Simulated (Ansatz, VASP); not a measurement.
This is a calculation of ZnS for VASP 6.6.1.

The input INCAR:

```
  ALGO = Normal
  EDIFF = 1E-6
  ENCUT = 520
  GGA = PS
  ISIF = 2
  ISMEAR = -1
  IVDW = 12
  LASPH = T
  LCHARG = F
  LREAL = F
  LWAVE = F
  NBANDS = 66
  NELM = 100
  PREC = Accurate
  SIGMA = 0.05
```

KPOINTS

```
k-points
0
Gamma
  8 8 2
```

POSCAR

```
ZnS
1.0
    3.7864153365      0.0000000000      0.0000000000
   -1.8932076683      3.2791318707      0.0000000000
    0.0000000000      0.0000000000     18.5645500459
Zn S
6 6
Direct
    0.3333333333      0.6666666667      0.8333300000
    0.6666666667      0.3333333333      0.3333300000
    0.6666666667      0.3333333333      0.6666700000
    0.3333333333      0.6666666667      0.1666700000
    0.0000000000      0.0000000000      0.5000000000
    0.0000000000      0.0000000000      0.0000000000
    0.3333333333      0.6666666667      0.9583300000
    0.6666666667      0.3333333333      0.4583300000
    0.6666666667      0.3333333333      0.7916700000
    0.3333333333      0.6666666667      0.2916700000
    0.0000000000      0.0000000000      0.6250000000
    0.0000000000      0.0000000000      0.1250000000
```

Potentials or basis: VASP PAW PBE potentials, release 64 (Zn, S).

The run is started by

```sh
$ cat potpaw_PBE.64/Zn/POTCAR potpaw_PBE.64/S/POTCAR > POTCAR
$ mpirun -np 1 vasp_std > vasp.out
```

Set up the same calculation for Ansatz 0.2.0. Potentials there: Ansatz PAW.

As run (the cutoff follows the program's own potentials):

input.yaml

```yaml
crystal:
  lattice:
    - [3.7864153365, 0.0, 0.0]
    - [-1.8932076683, 3.2791318707, 0.0]
    - [0.0, 0.0, 18.5645500459]
  atoms:
    - { symbol: Zn, position: [0.3333333333, 0.6666666667, 0.83333] }
    - { symbol: Zn, position: [0.6666666667, 0.3333333333, 0.33333] }
    - { symbol: Zn, position: [0.6666666667, 0.3333333333, 0.66667] }
    - { symbol: Zn, position: [0.3333333333, 0.6666666667, 0.16667] }
    - { symbol: Zn, position: [0.0, 0.0, 0.5] }
    - { symbol: Zn, position: [0.0, 0.0, 0.0] }
    - { symbol: S, position: [0.3333333333, 0.6666666667, 0.95833] }
    - { symbol: S, position: [0.6666666667, 0.3333333333, 0.45833] }
    - { symbol: S, position: [0.6666666667, 0.3333333333, 0.79167] }
    - { symbol: S, position: [0.3333333333, 0.6666666667, 0.29167] }
    - { symbol: S, position: [0.0, 0.0, 0.625] }
    - { symbol: S, position: [0.0, 0.0, 0.125] }
hamiltonian:
  xc: pbesol
  pseudopotentials: { kind: paw }
  dispersion: d3bj
kpoints:
  mp_grid: { grid: [8, 8, 2] }
scf:
  occupations: { method: fermi_dirac, width: 0.05 }
output:
  forces: true
  stress: true
  eigenvalues: true
```

Potentials or basis: Ansatz PAW.

Command:

```sh
$ ansatz run input.yaml --threads 2 --pin off --max-ram 5120MiB --backend cpu --events-out ev --progress --plain --runs-dir out
```

Both were run:

|  | VASP | Ansatz | Ansatz less VASP |
| --- | --- | --- | --- |
| gap on the k mesh at the Fermi level (eV) | 2.12 | 2.11 | -0.007 |
| least direct gap on the mesh (eV) | 2.12 | 2.11 | -0.007 |
| pressure (GPa) | -2.0 | -2.2 | -0.22 |
| rms of the force components (eV/Å) | 0.010 | 0.010 | -0.0002 |

VASP's potentials were made for PBE, not for PBEsol. Atom by atom the forces differ by 0.001 eV/Å (rms over components).
